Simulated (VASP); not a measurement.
# Ba (Im-3m) in VASP: a series of runs, part 2 of 2

VASP 6.6.1. The steps go on from the part before.

## 3. Single point, LDA (28.00 Å³/atom)

Contents of INCAR:

```
SYSTEM = Ba
  ALGO = Normal
  EDIFF = 1E-6
  ENCUT = 520
  GGA = CA
  ISIF = 2
  ISMEAR = -1
  LASPH = .TRUE.
  LCHARG = .FALSE.
  LREAL = .FALSE.
  LWAVE = .FALSE.
  NBANDS = 11
  NELM = 100
  PREC = Accurate
  SIGMA = 0.05
```

Contents of KPOINTS:

```
k-points
0
G
  11 11 11
  0 0 0
```

Contents of POSCAR:

```
Ba
1.0
   -1.9130122512      1.9130122512      1.9130122512
    1.9130122512     -1.9130122512      1.9130122512
    1.9130122512      1.9130122512     -1.9130122512
Ba
1
Direct
    0.0000000000      0.0000000000      0.0000000000
```

Potentials or basis: VASP PAW LDA potentials, release 64 (Ba_sv).

Command:

```sh
$ cat potpaw_LDA.64/Ba_sv/POTCAR > POTCAR
$ mpirun -np 1 vasp_std > vasp.out
```

OUTCAR:

```text
SYSTEM = Ba
   EDIFF = 1E-6
   ENCUT = 520
   GGA = CA
   ISIF = 2
   ISMEAR = -1
   LASPH = .TRUE.
   LREAL = .FALSE.
   NELM = 100
   PREC = Accurate

 ion  position               nearest neighbor table
   1  0.000  0.000  0.000-

  LATTYP: Found a body centered cubic cell.
 ALAT       =     3.8260245024

  Lattice vectors:

 A1 = (  -1.9130122512,   1.9130122512,   1.9130122512)
 A2 = (   1.9130122512,  -1.9130122512,   1.9130122512)
 A3 = (   1.9130122512,   1.9130122512,  -1.9130122512)

Analysis of symmetry for initial positions (statically):
=====================================================================
 Subroutine PRICEL returns:
 Original cell was already a primitive cell.

 Routine SETGRP: Setting up the symmetry group for a
 body centered cubic supercell.

 Subroutine GETGRP returns: Found 48 space group operations
 (whereof 48 operations were pure point group operations)
 out of a pool of 48 trial point group operations.

The static configuration has the point symmetry O_h .

Analysis of symmetry for dynamics (positions and initial velocities):
=====================================================================
 Subroutine PRICEL returns:
 Original cell was already a primitive cell.

 Routine SETGRP: Setting up the symmetry group for a
 body centered cubic supercell.

 Subroutine GETGRP returns: Found 48 space group operations
 (whereof 48 operations were pure point group operations)
 out of a pool of 48 trial point group operations.

The dynamic configuration has the point symmetry O_h .

 Subroutine INISYM returns: Found 48 space group operations
 (whereof 48 operations are pure point group operations),
 and found     1 'primitive' translations

----------------------------------------------------------------------------------------

                                     Primitive cell

  volume of cell :      28.0036

  direct lattice vectors                    reciprocal lattice vectors
    -1.913012251  1.913012251  1.913012251     0.000000000  0.261367903  0.261367903
     1.913012251 -1.913012251  1.913012251     0.261367903  0.000000000  0.261367903
     1.913012251  1.913012251 -1.913012251     0.261367903  0.261367903  0.000000000

  length of vectors
     3.313434415  3.313434415  3.313434415     0.369630033  0.369630033  0.369630033

  position of ions in fractional coordinates (direct lattice)
     0.000000000  0.000000000  0.000000000

  ion indices of the primitive-cell ions
   primitive index   ion index
                 1           1

----------------------------------------------------------------------------------------

 KPOINTS: k-points

Automatic generation of k-mesh.
 Grid dimensions read from file:
 generate k-points for:   11   11   11

 Generating k-lattice:

  Cartesian coordinates                     Fractional coordinates (reciprocal lattice)
     0.000000000  0.023760718  0.023760718     0.090909091  0.000000000  0.000000000
     0.023760718  0.000000000  0.023760718     0.000000000  0.090909091  0.000000000
     0.023760718  0.023760718  0.000000000     0.000000000  0.000000000  0.090909091

  Length of vectors
     0.033602730  0.033602730  0.033602730

  Shift w.r.t. Gamma in fractional coordinates (k-lattice)
     0.000000000  0.000000000  0.000000000

 Subroutine IBZKPT returns following result:
 ===========================================

 Found     56 irreducible k-points:

 Following reciprocal coordinates:
            Coordinates               Weight
  0.000000  0.000000  0.000000      1.000000
  0.090909  0.000000  0.000000     12.000000
  0.181818  0.000000  0.000000     12.000000
  0.272727  0.000000  0.000000     12.000000
  0.363636  0.000000  0.000000     12.000000
  0.454545  0.000000  0.000000     12.000000
[... 16 lines left out ...]
  0.272727  0.181818  0.090909     48.000000
  0.363636  0.181818  0.090909     24.000000
 [... further k-points ...]
   k-points           NKPTS =     56   k-points in BZ     NKDIM =     56   number of bands    NBANDS=     11
   number of dos      NEDOS =    301   number of ions     NIONS =      1
   total plane-waves  NPLWV =  21952
   dimension x,y,z NGX =    28 NGY =   28 NGZ =   28
   dimension x,y,z NGXF=    56 NGYF=   56 NGZF=   56
   ions per type =               1
   NGX,Y,Z   is equivalent  to a cutoff of  14.05, 14.05, 14.05 a.u.
   NGXF,Y,Z  is equivalent  to a cutoff of  28.10, 28.10, 28.10 a.u.
 SYSTEM =  Ba
   PREC   = accura    normal or accurate (medium, high low for compatibility)
   ISTART =      0    job   : 0-new  1-cont  2-samecut
   ICHARG =      2    charge: 1-file 2-atom 10-const
   ISPIN  =      1    spin polarized calculation?
   LNONCOLLINEAR =      F non collinear calculations
   LSORBIT =      F    spin-orbit coupling
   LASPH  =      T    aspherical Exc in radial PAW
   ENCUT  =  520.0 eV  38.22 Ry    6.18 a.u.   6.16  6.16  6.16*2*pi/ulx,y,z
   NELM   =    100;   NELMIN=  2; NELMDL= -5     # of ELM steps
   EDIFF  = 0.1E-05   stopping-criterion for ELM
   LREAL  =      F    real-space projection
   EDIFFG = 0.1E-04   stopping-criterion for IOM
   NSW    =      0    number of steps for IOM
   IBRION =     -1    ionic relax: 0-MD 1-quasi-New 2-CG
   NFREE  =      0    steps in history (QN), initial steepest desc. (CG)
   ISIF   =      2    stress and relaxation
   ISYM   =      2    0-nonsym 1-usesym 2-fastsym
   POTIM  = 0.5000    time-step for ionic-motion
   TEBEG  =    0.0;   TEEND  =   0.0 temperature during run
   PSTRESS=    0.0 pullay stress
   NELECT =      10.0000    total number of electrons
   NUPDOWN=      -1.0000    fix difference up-down
   EMIN   =  10.00;   EMAX   =-10.00  energy-range for DOS
   EFERMI =   0.00;   METHOD = LEGACY
   ISMEAR =    -1;   SIGMA  =   0.05  broadening in eV -4-tet -1-fermi 0-gaus
   EFERMI_NEDOS =   21; number of points for ismear=-14 and -15
   IALGO  =     38    algorithm
   IMIX   =      4    mixing-type and parameters
     AMIX     =   0.40;   BMIX     =  1.00
     AMIX_MAG =   1.60;   BMIX_MAG =  1.00
  volume/ion in A,a.u.               =      28.00       188.98
  Fermi-wavevector in a.u.,A,eV,Ry     =   1.161459  2.194839 18.354071  1.348986
  Thomas-Fermi vector in A             =   2.298030
   LORBIT       =      0    0 simple, 1 ext, 2 COOP (PROOUT), +10 PAW based schemes
   GGA     = CA    functional components
   LHFCALC =     F    Hartree Fock is set to
   AEXX    =    0.0000 exact exchange contribution
   IVDW    =     0    specifies the selected vdW correction
   LEPSILON=     F    determine dielectric tensor
   LRPA    =     F    only Hartree local field effects (RPA)
 non-spin polarized calculation
  energy-cutoff  :      520.00
  volume of cell :       28.00
 maximum number of plane-waves:       767
 NGX is ok and might be reduce to    28
   NGX = 13   NGY = 13   NGZ = 13

 number of electron      10.0000000 magnetization

 number of electron       9.9999999 magnetization

 Free energy of the ion-electron system (eV)
  ---------------------------------------------------
  ext. energy  EPLUGINS =         0.00000000
  ---------------------------------------------------
  free energy    TOTEN  =        -1.29652755 eV

  energy without entropy =       -1.28315924  energy(sigma->0) =       -1.28984339

 E-fermi :   5.5164     XC(G=0): -10.7397

 val. band max:        5.5052913080   @ k =  -0.3636  -0.4545   0.1818
 cond. band min:       5.5514861768   @ k =  -0.2727   0.2727   0.1818
 fundamental gap:      0.0461948688
 Fermi energy:         5.5164428314

 k-point     1 :       0.0000    0.0000    0.0000
  band No.  band energies     occupation
      1     -23.4657      2.00000
      2      -6.3082      2.00000
      3      -6.3082      2.00000
      4      -6.3082      2.00000
      5       3.7457      2.00000
      6       7.8658      0.00000
      7       7.8658      0.00000
      8       7.8658      0.00000
      9      10.8499      0.00000
     10      10.8499      0.00000
     11      14.6820      0.00000
[... 309 lines left out ...]
 k-point    24 :       0.3636    0.1818    0.0909
  band No.  band energies     occupation
      1     -22.4767      2.00000
      2      -9.7614      2.00000
      3      -8.3442      2.00000
      4      -7.2156      2.00000
      5       5.3990      1.82570
      6       6.3967      0.00000
      7       9.7566      0.00000
      8      12.0159      0.00000
      9      12.8971      0.00000
     10      16.1759      0.00000
     11      17.3821      0.00000

 [... further k-points ...]

------------------------ aborting loop because EDIFF is reached ----------------------------------------

  FORCE on cell =-STRESS in cart. coord.  units (eV):
  Direction    XX          YY          ZZ          XY          YZ          ZX
  --------------------------------------------------------------------------------------
  -------------------------------------------------------------------------------------
  Total        3.3900168      3.3900168      3.3900168      0.0000000      0.0000000      0.0000000
  in kB      193.9541978    193.9541978    193.9541978      0.0000000      0.0000000      0.0000000
  external PRESSURE =     193.9541978 kB  Pullay stress =       0.0000000 kB

 VOLUME and BASIS-vectors are now :
 -----------------------------------------------------------------------------
  energy-cutoff  :      520.00
  volume of cell :       28.00
      direct lattice vectors                 reciprocal lattice vectors
    -1.913012251  1.913012251  1.913012251     0.000000000  0.261367903  0.261367903
     1.913012251 -1.913012251  1.913012251     0.261367903  0.000000000  0.261367903
     1.913012251  1.913012251 -1.913012251     0.261367903  0.261367903  0.000000000

 POSITION                                       TOTAL-FORCE (eV/Angst)
 -----------------------------------------------------------------------------------
      0.00000      0.00000      0.00000        -0.000000      0.000000      0.000000
 -----------------------------------------------------------------------------------
    total drift:                                0.000000      0.000000      0.000000

  FREE ENERGIE OF THE ION-ELECTRON SYSTEM (eV)
  ---------------------------------------------------
  free  energy   TOTEN  =        -1.2965275491 eV

  energy  without entropy=       -1.2831592368  energy(sigma->0) =       -1.28984339
```

Wall time 22 s (1 thread of AMD EPYC 7R43 (Zen 3), shared host); peak memory 0.12 GiB.

Results:

| Quantity | Value |
| --- | --- |
| Free energy | -1.2965 eV |
| Pressure | 19.4 GPa |
| Band gap on the k mesh | zero (bands 5 and 6 overlap by 3.90 eV) |

Levels at points of the mesh, in eV from the Fermi level:
| k point | band 2 | band 3 | band 4 | band 5 | band 6 | band 7 | band 8 | band 9 |
| --- | --- | --- | --- | --- | --- | --- | --- | --- |
| (0.00, 0.00, 0.00) | -11.82 | -11.82 | -11.82 | -1.77 | 2.35 | 2.35 | 2.35 | 5.33 |

Caveat: the cell stands under pressure; spin-orbit coupling is left out, which moves the levels of the heavy elements.
